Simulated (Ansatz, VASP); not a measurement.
## One calculation of Pd, two programs

POSCAR

```
Pd
1.0
    2.8543580808      0.0000000000      0.0000000000
   -1.4271790404      2.4719466095      0.0000000000
    0.0000000000      0.0000000000      4.7745215449
Pd
2
Direct
    0.3333333333      0.6666666667      0.2500000000
    0.6666666667      0.3333333333      0.7500000000
```

Contents of INCAR.step1:

```
PREC = Accurate
ENCUT = 520
ISMEAR = -1
SIGMA = 0.05
LREAL = F
LASPH = T
NELM = 150
ISPIN = 2
MAGMOM = 0.44 0.44
LMAXMIX = 4
NBANDS = 21
GGA = PE
ALGO = Normal
EDIFF = 1E-4
LWAVE = T
LCHARG = F
```

Contents of INCAR.step2:

```
PREC = Accurate
ENCUT = 520
EDIFF = 1E-6
ISMEAR = -1
SIGMA = 0.05
LREAL = F
LASPH = T
NELM = 150
ALGO = Normal
ISIF = 2
LWAVE = F
LCHARG = T
ISPIN = 2
MAGMOM = 0.44 0.44
LORBIT = 11
LMAXMIX = 4
METAGGA = R2SCAN
LMIXTAU = T
LELF = T
LVHAR = T
NBANDS = 21
ISTART = 1
```

Contents of KPOINTS:

```
regular mesh
0
Gamma
  15 15 8
```

Input for Ansatz:

```yaml
crystal:
  lattice:
    - [2.8543580808, 0.0, 0.0]
    - [-1.4271790404, 2.4719466095, 0.0]
    - [0.0, 0.0, 4.7745215449]
  atoms:
    - { symbol: Pd, position: [0.3333333333, 0.6666666667, 0.25], spin: 0.44 }
    - { symbol: Pd, position: [0.6666666667, 0.3333333333, 0.75], spin: 0.44 }
hamiltonian:
  xc: r2scan
  pseudopotentials:
    kind: paw
    azcp:
      Pd: "pseudopotentials/Pd.paw.azcp"
basis:
  ecutwfc: 500
  fft_grid_basis: typed
kpoints:
  mp_grid: { grid: [15, 15, 8], shift: [0, 0, 0] }
magnetization:
  spin_polarized: true
scf:
  occupations: { method: fermi_dirac, width: 0.05 }
  lower_state_search: "off"
output:
  stress: true
  write_density: true
  write_potential: true
  elf: true
  volumetric_format: npy
```

Alike in both runs: task single point; functional r2SCAN; k mesh 15 × 15 × 8; occupations fermi-dirac, width 0.05 eV; collinear spin.

|  | VASP | Ansatz |
| --- | --- | --- |
| version | VASP 6.6.1 | Ansatz 0.2.0 |
| potentials or method | VASP PAW PBE potentials, release 64 (Pd), cutoff 520 eV | plane waves (500 eV) with PAW, scalar-relativistic |
| valence electrons in the cell | 20 | 36 |

```csv
,VASP,Ansatz,Ansatz less VASP
pressure (GPa),-14.7,-15.0,-0.28
"traceless stress, the component that is largest in VASP (GPa)",0.33,0.39,+0.063
net moment per atom (μB),0.41,0.41,-0.003
size of the moment on the site where the two differ most (μB),0.43,0.44,+0.009
```

VASP's potentials were made for PBE, not for r2SCAN. Site moments also hang on the region over which each program counts them. The functional is the same, so the differences come from potentials, cutoffs and numerics. VASP's potentials hold 20 valence electrons a cell and Ansatz's 36, so a difference there can come from the potentials and not from the codes. Ansatz's warnings: stability check not made.
